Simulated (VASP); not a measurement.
A run of VASP 6.6.1 is set up as follows.

Contents of INCAR:

```
PREC = Accurate
ENCUT = 520
EDIFF = 1E-7
ISMEAR = -1
SIGMA = 0.02
LREAL = F
LASPH = T
NELM = 60
ALGO = Normal
ISIF = 2
LWAVE = F
LCHARG = F
LDIPOL = T
IDIPOL = 3
DIPOL = 0.5 0.5 0.500
GGA = PE
NBANDS = 16
```

KPOINTS

```
Automatic mesh
0
Gamma
  8 6 1
```

POSCAR

```
SiC
1.0
    3.0969261060      0.0000000000      0.0000000000
    0.0000000000      4.3797149007      0.0000000000
    0.0000000000      0.0000000000     17.5485000000
Si C
2 2
Direct
    0.0000000000      0.8750000000      0.4558804726
    0.5000000000      0.3750000000      0.5441195274
    0.5000000000      0.6250000000      0.4558804726
    0.0000000000      0.1250000000      0.5441195274
```

Potentials or basis: VASP PAW PBE potentials, release 64 (Si, C).

Command:

```sh
$ cat potpaw_PBE.64/Si/POTCAR potpaw_PBE.64/C/POTCAR > POTCAR
$ mpirun -np 1 vasp_std > vasp.out
```

Q: What does it give for the band gap on the k mesh?

A: 0.75 eV, indirect (least direct gap 0.84 eV).

Q: Predict the largest force.

A: 2.807 eV/Å.

Forces in eV/Å, atoms in the order of the input:
```
Si   0.000 -1.523  2.358
Si   0.000 -1.523 -2.358
C    0.000  1.523  0.273
C    0.000  1.523 -0.273
```
